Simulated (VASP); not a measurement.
Here is a VASP 6.6.1 calculation.

File INCAR:

```
SYSTEM = Au
PREC = Accurate
ENCUT = 600
EDIFF = 1E-6
ISMEAR = 0
SIGMA = 0.1
LREAL = .FALSE.
LASPH = .TRUE.
NELM = 100
ALGO = Fast
ISIF = 3
LWAVE = .FALSE.
LCHARG = .FALSE.
GGA = PE
IBRION = 2
NSW = 100
EDIFFG = -0.005
```

Contents of KPOINTS:

```
Automatic mesh
0
G
  14 14 10
  0 0 0
```

The input POSCAR:

```
Au
1.0
    2.9392892050     -0.0169584662      0.3777047354
   -0.0305117263      2.9373857273      0.3913230005
   -0.5202174222     -0.5415080142      4.0240345336
Au
2
Direct
    0.2500004497      0.2499989582      0.7500002595
    0.7499995503      0.7500010418      0.2499997405
```

Potentials or basis: VASP PAW PBE potentials, release 64 (Au).

Launch:

```sh
$ cat potpaw_PBE.64/Au/POTCAR > POTCAR
$ mpirun -np 1 vasp_std > vasp.out
```

(1) Predict the band gap on the k mesh.

(2) What does it give for the relaxed cell?

(3) What does it give for the relaxed volume?

(4) Predict the space group after relaxing (to 0.1 Å).

Results:

(1) zero (bands 11 and 12 overlap by 6.91 eV).

(2) a = 2.964 Å, b = 2.964 Å, c = 4.085 Å, α = 90.00°, β = 90.00°, γ = 90.00°.

(3) 17.95 Å³/atom.

(4) I4/mmm (No. 139).

Caveat: spin-orbit coupling is left out, which moves the levels of the heavy elements.
